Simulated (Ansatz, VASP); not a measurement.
# CaSe in VASP and in Ansatz

POSCAR

```
CaSe
1.0
    0.0000000000      2.9675351117      2.9675351117
    2.9675351117      0.0000000000      2.9675351117
    2.9675351117      2.9675351117      0.0000000000
Ca Se
1 1
Direct
    0.0000000000      0.0000000000      0.0000000000
    0.5000000000      0.5000000000      0.5000000000
```

The input INCAR.step1:

```
SYSTEM = CaSe
PREC = Accurate ; ENCUT = 520
EDIFF = 1E-5 ; ISMEAR = 0
SIGMA = 0.01 ; LREAL = .FALSE.
LASPH = .TRUE. ; NELM = 100
ALGO = Normal ; ISIF = 2
LWAVE = .TRUE. ; LCHARG = .FALSE.
GGA = PE ; NBANDS = 15
```

The input INCAR.step2:

```
SYSTEM = CaSe
PREC = Accurate ; ENCUT = 520
EDIFF = 1E-6 ; ISMEAR = 0
SIGMA = 0.01 ; LREAL = .FALSE.
LASPH = .TRUE. ; NELM = 100
ALGO = Normal ; ISIF = 2
LWAVE = .FALSE. ; LCHARG = .FALSE.
GGA = PE ; LHFCALC = .TRUE.
AEXX = 0.35 ; HFSCREEN = 0.2078
PRECFOCK = Normal ; ISTART = 1
NBANDS = 15
```

KPOINTS

```
Automatic mesh
0
G
  4 4 4
  0 0 0
```

Input for Ansatz:

```yaml
crystal:
  lattice:
    - [0.0, 2.9675351117, 2.9675351117]
    - [2.9675351117, 0.0, 2.9675351117]
    - [2.9675351117, 2.9675351117, 0.0]
  atoms:
    - { symbol: Ca, position: [0.0, 0.0, 0.0] }
    - { symbol: Se, position: [0.5, 0.5, 0.5] }
kpoints:
  mp_grid: { grid: [4, 4, 4] }
hamiltonian:
  xc:
    exchange: pbe
    correlation: pbe
    exx: { coeff: 0.35, omega: 0.2078 }
scf:
  occupations: { method: fixed }
  n_extra_bands: 4
output:
  forces: true
  stress: true
  eigenvalues: true
```

Alike in both runs: task single point; functional PBE-based screened hybrid; k mesh 4 × 4 × 4; no spin polarisation.

|  | VASP | Ansatz |
| --- | --- | --- |
| version | VASP 6.6.1 | Ansatz 0.2.0 |
| potentials or method | VASP PAW PBE potentials, release 64 (Ca_sv, Se) | plane waves |
| plane-wave cutoff (eV) | 520 | 420 |
| occupations | gaussian, width 0.01 eV | fixed |
| valence electrons in the cell | 16 | 26 |

VASP gave:

```
gap on the k mesh at the Fermi level (eV) : 3.41
pressure (GPa)                            : 0.1
```

Estimate Ansatz's values.

gap on the k mesh at the Fermi level (eV): 3.39; pressure (GPa): 0.1.

VASP's potentials were made for PBE, not for PBE-based screened hybrid. VASP's potentials hold 16 valence electrons a cell and Ansatz's 26, so a difference there can come from the potentials and not from the codes. Ansatz's warnings: stress exchange threshold loose, stress scf threshold loose.

The k mesh is coarse, so the values compare programs but aren't converged.
